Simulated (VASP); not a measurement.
# PbS in VASP: settings compared

PbS is run at these levels: BLYP, PBEsol, LDA; tasks: single point.

All numbers are computed with VASP 6.6.1; they aren't measurements. Logs are shortened: lines on timing, memory, paths and dates and some standing lists are left out, and cuts for length are marked.

**1. The cell of the first run**

The cell holds a slab with vacuum, 4 atoms: a = 4.130 Å, b = 4.130 Å, c = 11.759 Å, α = 93.75°, β = 93.75°, γ = 89.21°.

**2. Single point, BLYP**

INCAR reads:

```
SYSTEM = PbS
PREC = Accurate
ENCUT = 520
EDIFF = 1E-6
ISMEAR = -1
SIGMA = 0.01
LREAL = .FALSE.
LASPH = .TRUE.
NELM = 60
ALGO = Normal
ISIF = 2
LWAVE = .FALSE.
LCHARG = .FALSE.
GGA = B5
ALDAX = 1.0
AGGAX = 1.0
AGGAC = 1.0
ALDAC = 0.0
NBANDS = 28
```

KPOINTS reads:

```
Automatic mesh
0
G
  6 6 2
  0 0 0
```

POSCAR reads:

```
PbS
1.0
    2.9405000000     -2.9000000000      0.0000000000
    2.9405000000      2.9000000000      0.0000000000
   -1.0800550000      0.0000000000     11.7092940000
Pb S
2 2
Direct
    0.7756000000      0.7756000000      0.6363800000
    0.2244000000      0.2244000000      0.3636200000
    0.2684000000      0.2684000000      0.5986000000
    0.7316000000      0.7316000000      0.4014000000
```

Potentials or basis: VASP PAW PBE potentials, release 64 (Pb_d, S).

The run is started by

```
$ cat potpaw_PBE.64/Pb_d/POTCAR potpaw_PBE.64/S/POTCAR > POTCAR
$ mpirun -np 1 vasp_std > vasp.out
```

OUTCAR:

```text
SYSTEM = PbS
   PREC = Accurate
   ENCUT = 520
   EDIFF = 1E-6
   ISMEAR = -1
   LREAL = .FALSE.
   LASPH = .TRUE.
   NELM = 60
   ISIF = 2
   GGA = B5

 ion  position               nearest neighbor table
   1  0.776  0.776  0.636-   4 2.75   3 2.93   3 2.93   3 2.97   3 2.98
   2  0.224  0.224  0.364-   3 2.75   4 2.93   4 2.93   4 2.97   4 2.98
   3  0.268  0.268  0.599-   2 2.75   1 2.93   1 2.93   1 2.97   1 2.98
   4  0.732  0.732  0.401-   1 2.75   2 2.93   2 2.93   2 2.97   2 2.98

  LATTYP: Found a base centered monoclinic cell.
 ALAT       =     5.8810000000
 B/A-ratio  =     0.9862268322
 C/A-ratio  =     1.9994899100
 COS(beta)  =    -0.0918492206

  Lattice vectors:

 A1 = (   2.9405000000,  -2.9000000000,   0.0000000000)
 A2 = (   2.9405000000,   2.9000000000,   0.0000000000)
 A3 = (  -1.0800550000,   0.0000000000,  11.7092940000)

Analysis of symmetry for initial positions (statically):
=====================================================================
 Subroutine PRICEL returns:
 Original cell was already a primitive cell.

 Routine SETGRP: Setting up the symmetry group for a
 base centered monoclinic supercell.

 Subroutine GETGRP returns: Found  4 space group operations
 (whereof  4 operations were pure point group operations)
 out of a pool of  4 trial point group operations.

The static configuration has the point symmetry C_2h.

Analysis of symmetry for dynamics (positions and initial velocities):
=====================================================================
 Subroutine PRICEL returns:
 Original cell was already a primitive cell.

 Routine SETGRP: Setting up the symmetry group for a
 base centered monoclinic supercell.

 Subroutine GETGRP returns: Found  4 space group operations
 (whereof  4 operations were pure point group operations)
 out of a pool of  4 trial point group operations.

The dynamic configuration has the point symmetry C_2h.

 Subroutine INISYM returns: Found  4 space group operations
 (whereof  4 operations are pure point group operations),
 and found     1 'primitive' translations

----------------------------------------------------------------------------------------

                                     Primitive cell

  volume of cell :     199.7008

  direct lattice vectors                    reciprocal lattice vectors
[... 82 lines left out ...]
   PREC   = accura    normal or accurate (medium, high low for compatibility)
   ISTART =      0    job   : 0-new  1-cont  2-samecut
   ICHARG =      2    charge: 1-file 2-atom 10-const
   ISPIN  =      1    spin polarized calculation?
   LNONCOLLINEAR =      F non collinear calculations
   LSORBIT =      F    spin-orbit coupling
   LASPH  =      T    aspherical Exc in radial PAW
   ENCUT  =  520.0 eV  38.22 Ry    6.18 a.u.   7.68  7.68 21.86*2*pi/ulx,y,z
   NELM   =     60;   NELMIN=  2; NELMDL= -5     # of ELM steps
   EDIFF  = 0.1E-05   stopping-criterion for ELM
   LREAL  =      F    real-space projection
   EDIFFG = 0.1E-04   stopping-criterion for IOM
   NSW    =      0    number of steps for IOM
   IBRION =     -1    ionic relax: 0-MD 1-quasi-New 2-CG
   NFREE  =      0    steps in history (QN), initial steepest desc. (CG)
   ISIF   =      2    stress and relaxation
   ISYM   =      2    0-nonsym 1-usesym 2-fastsym
   POTIM  = 0.5000    time-step for ionic-motion
   TEBEG  =    0.0;   TEEND  =   0.0 temperature during run
   PSTRESS=    0.0 pullay stress
   NELECT =      40.0000    total number of electrons
   NUPDOWN=      -1.0000    fix difference up-down
   EMIN   =  10.00;   EMAX   =-10.00  energy-range for DOS
   EFERMI =   0.00;   METHOD = LEGACY
   ISMEAR =    -1;   SIGMA  =   0.01  broadening in eV -4-tet -1-fermi 0-gaus
   EFERMI_NEDOS =   21; number of points for ismear=-14 and -15
   IALGO  =     38    algorithm
   IMIX   =      4    mixing-type and parameters
     AMIX     =   0.40;   BMIX     =  1.00
     AMIX_MAG =   1.60;   BMIX_MAG =  1.00
  volume/ion in A,a.u.               =      49.93       336.91
  Fermi-wavevector in a.u.,A,eV,Ry     =   0.957859  1.810091 12.483259  0.917494
  Thomas-Fermi vector in A             =   2.086915
   LORBIT       =      0    0 simple, 1 ext, 2 COOP (PROOUT), +10 PAW based schemes
   GGA     = B5    functional components
   LHFCALC =     F    Hartree Fock is set to
   AEXX    =    0.0000 exact exchange contribution
   IVDW    =     0    specifies the selected vdW correction
   LEPSILON=     F    determine dielectric tensor
   LRPA    =     F    only Hartree local field effects (RPA)
 non-spin polarized calculation
  energy-cutoff  :      520.00
  volume of cell :      199.70
 maximum number of plane-waves:      5393
   NGX = 15   NGY = 15   NGZ = 43

 number of electron      40.0000009 magnetization

 Free energy of the ion-electron system (eV)
  ---------------------------------------------------
  ext. energy  EPLUGINS =         0.00000000
  ---------------------------------------------------
  free energy    TOTEN  =       -15.19876695 eV

  energy without entropy =      -15.19876695  energy(sigma->0) =      -15.19876695

 E-fermi :   1.2755     XC(G=0):  -5.5717

 val. band max:        1.0093343905   @ k =   0.0000   0.0000   0.0000
 cond. band min:       2.1854049192   @ k =   0.0000   0.0000   0.5000
 fundamental gap:      1.1760705288
 Fermi energy:         1.2754536102

 k-point     1 :       0.0000    0.0000    0.0000
  band No.  band energies     occupation
      1     -15.2940      2.00000
      2     -15.2147      2.00000
      3     -15.2073      2.00000
      4     -15.2063      2.00000
      5     -15.1703      2.00000
      6     -15.1661      2.00000
[... 733 lines left out ...]
     27       7.7592      0.00000
     28       7.9314      0.00000

 [... further k-points ...]
[... 5 lines left out ...]
  --------------------------------------------------------------------------------------
  -------------------------------------------------------------------------------------
  Total        3.0331797      4.2210032      0.0206621      0.0000000      0.0000000     -0.0132502
  in kB       24.3348587     33.8646331      0.1657698      0.0000000      0.0000000     -0.1063050
  external PRESSURE =      19.4550872 kB  Pullay stress =       0.0000000 kB

 VOLUME and BASIS-vectors are now :
 -----------------------------------------------------------------------------
  energy-cutoff  :      520.00
  volume of cell :      199.70
      direct lattice vectors                 reciprocal lattice vectors
     2.940500000 -2.900000000  0.000000000     0.170039109 -0.172413793  0.015684258
     2.940500000  2.900000000  0.000000000     0.170039109  0.172413793  0.015684258
    -1.080055000  0.000000000 11.709294000     0.000000000  0.000000000  0.085402245

 POSITION                                       TOTAL-FORCE (eV/Angst)
 -----------------------------------------------------------------------------------
      3.87398      0.00000      7.45156        -0.002021      0.000000     -0.048146
      0.92697      0.00000      4.25773         0.002021      0.000000      0.048146
      0.93194      0.00000      7.00918        -0.003345      0.000000      0.098754
      3.86901      0.00000      4.70011         0.003345      0.000000     -0.098754
 -----------------------------------------------------------------------------------
    total drift:                                0.000000      0.000000      0.000000

  FREE ENERGIE OF THE ION-ELECTRON SYSTEM (eV)
  ---------------------------------------------------
  free  energy   TOTEN  =       -15.1987669548 eV

  energy  without entropy=      -15.1987669548  energy(sigma->0) =      -15.19876695
```

OSZICAR:

```text
N       E                     dE             d eps       ncg     rms          rms(c)
DAV:   1     0.408604541883E+03    0.40860E+03   -0.17703E+04  1488   0.130E+03
DAV:   2     0.364513032197E+02   -0.37215E+03   -0.36106E+03  1512   0.349E+02
DAV:   3    -0.142359551353E+02   -0.50687E+02   -0.49705E+02  1944   0.149E+02
DAV:   4    -0.168266213481E+02   -0.25907E+01   -0.25755E+01  1676   0.397E+01
DAV:   5    -0.169445698697E+02   -0.11795E+00   -0.11790E+00  1956   0.860E+00    0.659E+00
DAV:   6    -0.152509633803E+02    0.16936E+01   -0.43971E+00  2052   0.144E+01    0.400E+00
DAV:   7    -0.152414998724E+02    0.94635E-02   -0.78174E-01  1748   0.374E+00    0.307E+00
DAV:   8    -0.152222830877E+02    0.19217E-01   -0.25678E-01  2088   0.350E+00    0.218E+00
DAV:   9    -0.152024220149E+02    0.19861E-01   -0.93438E-02  1932   0.221E+00    0.359E-01
DAV:  10    -0.151982395941E+02    0.41824E-02   -0.11215E-02  1660   0.456E-01    0.229E-01
DAV:  11    -0.151960222624E+02    0.22173E-02   -0.25878E-03  1512   0.201E-01    0.121E-01
DAV:  12    -0.151982854813E+02   -0.22632E-02   -0.93623E-04  1692   0.134E-01    0.150E-01
DAV:  13    -0.151979229481E+02    0.36253E-03   -0.13796E-03  1752   0.172E-01    0.318E-02
DAV:  14    -0.151985816174E+02   -0.65867E-03   -0.44290E-04  1484   0.837E-02    0.185E-02
DAV:  15    -0.151987626811E+02   -0.18106E-03   -0.15777E-04  1364   0.525E-02    0.883E-03
DAV:  16    -0.151987666745E+02   -0.39934E-05   -0.17698E-05  1420   0.266E-02    0.683E-03
DAV:  17    -0.151987669548E+02   -0.28031E-06   -0.24007E-06  1292   0.110E-02
   1 F= -.15198767E+02 E0= -.15198767E+02  d E =-.419012E-13
```

stdout:

```text
POSCAR found type information on POSCAR PbS
 POSCAR found :  2 types and       4 ions
 scaLAPACK will be used
 -----------------------------------------------------------------------------
|                                                                             |
|                                                                             |
|     You enforced a specific xc type in the INCAR file but a different       |
|     I HOPE YOU KNOW WHAT YOU ARE DOING!                                     |
|                                                                             |
 -----------------------------------------------------------------------------

 LDA part: xc-table for (Slater(with rela. corr.)+VWN5), standard interpolation
 POSCAR, INCAR and KPOINTS ok, starting setup
 FFT: planning ... GRIDC
 FFT: planning ... GRID_SOFT
 FFT: planning ... GRID
 WAVECAR not read
 entering main loop
```

Wall time 1.9 min (1 thread of Intel Xeon Platinum 8488C (Sapphire Rapids), shared host); peak memory 0.34 GiB.

What came out:

| Property | Result |
| --- | --- |
| Free energy | -15.1988 eV |
| Largest force | 0.099 eV/Å |
| Band gap on the k mesh | 1.18 eV, indirect (the least direct gap lies 0.5 meV higher) |

Forces on the atoms (eV/Å):
```
Pb  -0.002  0.000 -0.048
Pb   0.002  0.000  0.048
S   -0.003  0.000  0.099
S    0.003  0.000 -0.099
```

Caveat: the PAW data sets were made with another functional, which shifts forces and pressure a little; spin-orbit coupling is left out, which moves the levels of the heavy elements.

(Continued in part 2 of 2.)
